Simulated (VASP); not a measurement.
# Te2Mo in VASP: notebook, part 3 of 3

VASP 6.6.1.

### 5 Single point, PBEsol

This run uses another cell than the first one, of 24.73 Å³/atom.

The input, INCAR:

```
ALGO = Normal
EDIFF = 1E-7
ENCUT = 520
GGA = PS
ISIF = 2
ISMEAR = -1
LASPH = True
LCHARG = True
LELF = True
LREAL = False
LVHAR = True
LWAVE = False
NBANDS = 64
NELM = 80
PREC = Accurate
SIGMA = 0.05
```

The input, KPOINTS:

```
k-points
0
Gamma
  4 8 2
```

The input, POSCAR:

```
Te2Mo
1.0
    6.3294957736      0.0000000000     -0.0246333680
    0.0000000000      3.4536916127      0.0000000000
   -0.6052220518      0.0000000000     13.5793580408
Te Mo
8 4
Direct
    0.0592992668      0.5000000000      0.3959987870
    0.9404600515      0.0000000000      0.6039971501
    0.5626757103      0.0000000000      0.3492670616
    0.4370962171      0.5000000000      0.6507256069
    0.0908034653      0.0000000000      0.1510094574
    0.9094233471      0.5000000000      0.8489993932
    0.5824170817      0.5000000000      0.1037741589
    0.4178218188      0.0000000000      0.8962263553
    0.3197093492      0.0000000000      0.5065076134
    0.6800518721      0.5000000000      0.4934831931
    0.1817167209      0.5000000000      0.0072289401
    0.8185240892      0.0000000000      0.9927812731
```

Potentials or basis: VASP PAW PBE potentials, release 64 (Te, Mo_sv).

Command:

```sh
$ cat potpaw_PBE.64/Te/POTCAR potpaw_PBE.64/Mo_sv/POTCAR > POTCAR
$ mpirun -np 1 vasp_std > vasp.out
```

OUTCAR:

```text
EDIFF = 1E-7
   ENCUT = 520
   GGA = PS
   ISIF = 2
   ISMEAR = -1
   LASPH = True
   LREAL = False
   NELM = 80
   PREC = Accurate

 ion  position               nearest neighbor table
   1  0.059  0.500  0.396-   9 2.78   9 2.78  10 2.80   2 3.43   2 3.43   3 3.62   3 3.62
   2  0.940  0.000  0.604-  10 2.78  10 2.78   9 2.80   1 3.43   1 3.43   4 3.62   4 3.62
   3  0.563  0.000  0.349-  10 2.69  10 2.69   9 2.69   1 3.62   1 3.62
   4  0.437  0.500  0.651-   9 2.69   9 2.69  10 2.69   2 3.62   2 3.62
   5  0.091  0.000  0.151-  12 2.69  11 2.69  11 2.69   7 3.64   7 3.64   7 3.68   7 3.68
   6  0.909  0.500  0.849-  11 2.69  12 2.69  12 2.69   8 3.64   8 3.64   8 3.68   8 3.68
   7  0.582  0.500  0.104-  12 2.78  12 2.78  11 2.80   8 3.43   8 3.43   5 3.64   5 3.64   5 3.68
                             5 3.68
   8  0.418  0.000  0.896-  11 2.78  11 2.78  12 2.80   7 3.43   7 3.43   6 3.64   6 3.64   6 3.68
                             6 3.68
   9  0.320  0.000  0.507-   4 2.69   4 2.69   3 2.69   1 2.78   1 2.78   2 2.80  10 2.87  10 2.87

  10  0.680  0.500  0.493-   3 2.69   3 2.69   4 2.69   2 2.78   2 2.78   1 2.80   9 2.87   9 2.87

  11  0.182  0.500  0.007-   6 2.69   5 2.69   5 2.69   8 2.78   8 2.78   7 2.80  12 2.87  12 2.87

  12  0.819  0.000  0.993-   5 2.69   6 2.69   6 2.69   7 2.78   7 2.78   8 2.80  11 2.87  11 2.87

  LATTYP: Found a simple monoclinic cell.
 ALAT       =     6.3295437079
 B/A-ratio  =     0.5456462222
 C/A-ratio  =     2.1475226539
 COS(beta)  =    -0.0484126785

  Lattice vectors:

 A1 = (   6.3294957736,   0.0000000000,  -0.0246333680)
 A2 = (   0.0000000000,   3.4536916127,   0.0000000000)
 A3 = (  -0.6052220518,   0.0000000000,  13.5793580408)

Analysis of symmetry for initial positions (statically):
=====================================================================
 Subroutine PRICEL returns:
 Original cell was already a primitive cell.

 Routine SETGRP: Setting up the symmetry group for a
 simple monoclinic supercell.

 Subroutine GETGRP returns: Found  2 space group operations
 (whereof  2 operations were pure point group operations)
 out of a pool of  4 trial point group operations.

The static configuration has the point symmetry C_1h.

Analysis of symmetry for dynamics (positions and initial velocities):
=====================================================================
 Subroutine PRICEL returns:
 Original cell was already a primitive cell.

 Routine SETGRP: Setting up the symmetry group for a
 simple monoclinic supercell.

 Subroutine GETGRP returns: Found  2 space group operations
 (whereof  2 operations were pure point group operations)
 out of a pool of  4 trial point group operations.

The dynamic configuration has the point symmetry C_1h.

 Subroutine INISYM returns: Found  2 space group operations
 (whereof  2 operations are pure point group operations),
 and found     1 'primitive' translations

----------------------------------------------------------------------------------------

                                     Primitive cell

  volume of cell :     296.7950

[... 91 lines left out ...]
   number of dos      NEDOS =    301   number of ions     NIONS =     12
   total plane-waves  NPLWV = 145152
   dimension x,y,z NGX =    48 NGY =   28 NGZ =  108
   dimension x,y,z NGXF=    96 NGYF=   56 NGZF=  216
   ions per type =               8   4
   NGX,Y,Z   is equivalent  to a cutoff of  12.61, 13.48, 13.21 a.u.
   NGXF,Y,Z  is equivalent  to a cutoff of  25.21, 26.96, 26.42 a.u.
 SYSTEM =  unknown system
   PREC   = accura    normal or accurate (medium, high low for compatibility)
   ISTART =      0    job   : 0-new  1-cont  2-samecut
   ICHARG =      2    charge: 1-file 2-atom 10-const
   ISPIN  =      1    spin polarized calculation?
   LNONCOLLINEAR =      F non collinear calculations
   LSORBIT =      F    spin-orbit coupling
   LASPH  =      T    aspherical Exc in radial PAW
   ENCUT  =  520.0 eV  38.22 Ry    6.18 a.u.  11.77  6.42 25.27*2*pi/ulx,y,z
   NELM   =     80;   NELMIN=  2; NELMDL= -5     # of ELM steps
   EDIFF  = 0.1E-06   stopping-criterion for ELM
   LREAL  =      F    real-space projection
   EDIFFG = 0.1E-05   stopping-criterion for IOM
   NSW    =      0    number of steps for IOM
   IBRION =     -1    ionic relax: 0-MD 1-quasi-New 2-CG
   NFREE  =      0    steps in history (QN), initial steepest desc. (CG)
   ISIF   =      2    stress and relaxation
   ISYM   =      2    0-nonsym 1-usesym 2-fastsym
   POTIM  = 0.5000    time-step for ionic-motion
   TEBEG  =    0.0;   TEEND  =   0.0 temperature during run
   PSTRESS=    0.0 pullay stress
   NELECT =     104.0000    total number of electrons
   NUPDOWN=      -1.0000    fix difference up-down
   EMIN   =  10.00;   EMAX   =-10.00  energy-range for DOS
   EFERMI =   0.00;   METHOD = LEGACY
   ISMEAR =    -1;   SIGMA  =   0.05  broadening in eV -4-tet -1-fermi 0-gaus
   EFERMI_NEDOS =   21; number of points for ismear=-14 and -15
   IALGO  =     38    algorithm
   IMIX   =      4    mixing-type and parameters
     AMIX     =   0.40;   BMIX     =  1.00
     AMIX_MAG =   1.60;   BMIX_MAG =  1.00
  volume/ion in A,a.u.               =      24.73       166.91
  Fermi-wavevector in a.u.,A,eV,Ry     =   1.154163  2.181052 18.124210  1.332092
  Thomas-Fermi vector in A             =   2.290801
   LORBIT       =      0    0 simple, 1 ext, 2 COOP (PROOUT), +10 PAW based schemes
   GGA     = PS    functional components
   LHFCALC =     F    Hartree Fock is set to
   AEXX    =    0.0000 exact exchange contribution
   IVDW    =     0    specifies the selected vdW correction
   LEPSILON=     F    determine dielectric tensor
   LRPA    =     F    only Hartree local field effects (RPA)
 non-spin polarized calculation
  energy-cutoff  :      520.00
  volume of cell :      296.79
 maximum number of plane-waves:      8042
 NGX is ok and might be reduce to    48
   NGX = 23   NGY = 13   NGZ = 51

 number of electron     103.9999989 magnetization

 Free energy of the ion-electron system (eV)
  ---------------------------------------------------
  ext. energy  EPLUGINS =         0.00000000
  ---------------------------------------------------
  free energy    TOTEN  =       -78.58661760 eV

  energy without entropy =      -78.55148594  energy(sigma->0) =      -78.56905177

 E-fermi :   8.4535     XC(G=0): -10.6241

 val. band max:        8.4289335920   @ k =   0.0000   0.1250   0.0000
 cond. band min:       8.4861724641   @ k =   0.0000   0.2500   0.5000
 fundamental gap:      0.0572388721
 Fermi energy:         8.4535250047

 k-point     1 :       0.0000    0.0000    0.0000
  band No.  band energies     occupation
      1     -52.5550      2.00000
      2     -52.5346      2.00000
      3     -52.4910      2.00000
      4     -52.4709      2.00000
      5     -26.8595      2.00000
      6     -26.8392      2.00000
[... 1597 lines left out ...]
     63      10.7386      0.00000
     64      10.8658      0.00000

 [... further k-points ...]

------------------------ aborting loop because EDIFF is reached ----------------------------------------

  FORCE on cell =-STRESS in cart. coord.  units (eV):
  Direction    XX          YY          ZZ          XY          YZ          ZX
  --------------------------------------------------------------------------------------
  -------------------------------------------------------------------------------------
  Total        0.2625952      0.2681010      0.2480217      0.0000000      0.0000000     -0.0028926
  in kB        1.4175576      1.4472798      1.3388865      0.0000000      0.0000000     -0.0156152
  external PRESSURE =       1.4012413 kB  Pullay stress =       0.0000000 kB

 VOLUME and BASIS-vectors are now :
 -----------------------------------------------------------------------------
  energy-cutoff  :      520.00
  volume of cell :      296.79
      direct lattice vectors                 reciprocal lattice vectors
     6.329495774  0.000000000 -0.024633368     0.158017877  0.000000000  0.007042741
     0.000000000  3.453691613  0.000000000     0.000000000  0.289545250  0.000000000
    -0.605222052  0.000000000 13.579358041     0.000286649  0.000000000  0.073653959

 POSITION                                       TOTAL-FORCE (eV/Angst)
 -----------------------------------------------------------------------------------
      0.13567      1.72685      5.37595         0.004878      0.000000     -0.021666
      5.58709      0.00000      8.17873        -0.004793      0.000000      0.021012
      3.35007      0.00000      4.72896        -0.000319      0.000000     -0.027315
      2.37277      1.72685      8.82567         0.000349      0.000000      0.027180
      0.48335      0.00000      2.04837        -0.004169      0.000000      0.029020
      5.24236      1.72685     11.50646         0.004232      0.000000     -0.028852
      3.62360      1.72685      1.39484         0.006689      0.000000      0.018615
      2.10219      0.00000     12.15989        -0.006852      0.000000     -0.017888
      1.71705      0.00000      6.87017        -0.004692      0.000000     -0.009906
      4.00572      1.72685      6.68443         0.004721      0.000000      0.010579
      1.14580      1.72685      0.09369         0.009452      0.000000     -0.010271
      4.57999      0.00000     13.46117        -0.009496      0.000000      0.009491
 -----------------------------------------------------------------------------------
    total drift:                                0.000007     -0.000000      0.000001

  FREE ENERGIE OF THE ION-ELECTRON SYSTEM (eV)
  ---------------------------------------------------
  free  energy   TOTEN  =       -78.5866175971 eV

  energy  without entropy=      -78.5514859418  energy(sigma->0) =      -78.56905177
```

It took 11 min on 1 thread of AMD EPYC 9R45 (Zen 5), shared host; peak memory 0.62 GiB.

What came out:

* Free energy: -78.5866 eV
* Pressure: 0.1 GPa
* Largest force: 0.029 eV/Å
* Band gap on the k mesh: zero (bands 52 and 53 overlap by 0.36 eV)

Forces on the atoms (eV/Å):
```
Te   0.005  0.000 -0.022
Te  -0.005  0.000  0.021
Te   0.000  0.000 -0.027
Te   0.000  0.000  0.027
Te  -0.004  0.000  0.029
Te   0.004  0.000 -0.029
Te   0.007  0.000  0.019
Te  -0.007  0.000 -0.018
Mo  -0.005  0.000 -0.010
Mo   0.005  0.000  0.011
Mo   0.009  0.000 -0.010
Mo  -0.009  0.000  0.009
```

Caveat: the PAW data sets were made with another functional, which shifts forces and pressure a little; spin-orbit coupling is left out, which moves the levels of the heavy elements.

### 6 The runs side by side

```csv
level,cell,k mesh,gap on the mesh (eV),pressure (GPa),largest force (eV/Å)
PBE,"a = 6.383, b = 3.466, c = 15.758 Å, angles 90.0, 91.1, 90.0°, 12 atoms, atomic positions A",4 × 8 × 2,none,0.0,0.01
PBE,"a = 6.371, b = 3.468, c = 15.758 Å, angles 90.0, 91.1, 90.0°, 12 atoms, atomic positions B",3 × 6 × 2,none,0.0,0.01
revPBE+D4,"a = 6.322, b = 3.468, c = 13.121 Å, angles 90.0, 94.0, 90.0°, 12 atoms, atomic positions C",4 × 8 × 2,none,-0.1,0.01
PBEsol,"a = 6.330, b = 3.454, c = 13.593 Å, angles 90.0, 92.8, 90.0°, 12 atoms, atomic positions D",4 × 8 × 2,none,0.1,0.03
```

Alike in all rows: task single point; potentials or basis VASP PAW PBE potentials, release 64 (Te, Mo_sv); no spin polarisation; cutoff (eV) 520; smearing fermi-dirac 0.05 eV.

Caveats: spin-orbit coupling is left out, which moves the levels of the heavy elements; this functional lacks dispersion, which binds layers or chains, so the pressure and a relaxed spacing across them are unreliable (at least some runs); the PAW data sets were made with another functional, which shifts forces and pressure a little (at least some runs).

Total energies depend on the potentials used, so only differences within one code and one set of settings carry meaning.

The gap in the log of VASP goes by the Fermi energy; the results here count the filled bands.